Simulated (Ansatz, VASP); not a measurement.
# One calculation of Bi2Te3, two programs

```
Bi Te
1.0
     2.19368    1.26652    9.87991
    -2.19368    1.26652    9.87991
     0.00000   -2.53304    9.87991
Bi Te
2 3
Cartesian
  0.0000 0.0000 24.0675
  0.0000 0.0000 11.9152
  0.0000 0.0000 18.1099
  0.0000 0.0000 5.9279
  0.0000 0.0000 0.0000
```

Change from the starting cell: volume scaled by 0.98, crystal datasets.

Alike in both runs: task electric field gradients; functional LDA; k mesh 8 × 8 × 8; occupations fermi-dirac, width 0.08 eV; no spin polarisation.

|  | VASP | Ansatz |
| --- | --- | --- |
| version | VASP 6.6.1 | Ansatz 0.2.0 |
| potentials or method | VASP PAW LDA potentials, release 64 (Bi_d, Te), cutoff 520 eV | all-electron PAW with datasets made for the crystal, scalar-relativistic |

VASP gave:

```
pressure (GPa)                                                : -0.8
traceless stress, the component that is largest in VASP (GPa) : -0.74
rms of the force components (eV/Å)                            : 0.492
size of Vzz on the site where it differs most (V/Å²)          : 46.2
```

**Question.** Estimate Ansatz's values.

**Answer.** Pressure (GPa): -0.9; traceless stress, the component that is largest in VASP (GPa): -0.73; rms of the force components (eV/Å): 0.482; size of Vzz on the site where it differs most (V/Å²): 53.2.

LDA's correlation is that of Perdew and Zunger in VASP and of Perdew and Wang (1992) in Ansatz. Atom by atom the forces differ by 0.011 eV/Å (rms over components). Ansatz ran all-electron here, and VASP with PAW potentials.

Spin-orbit coupling is off throughout.
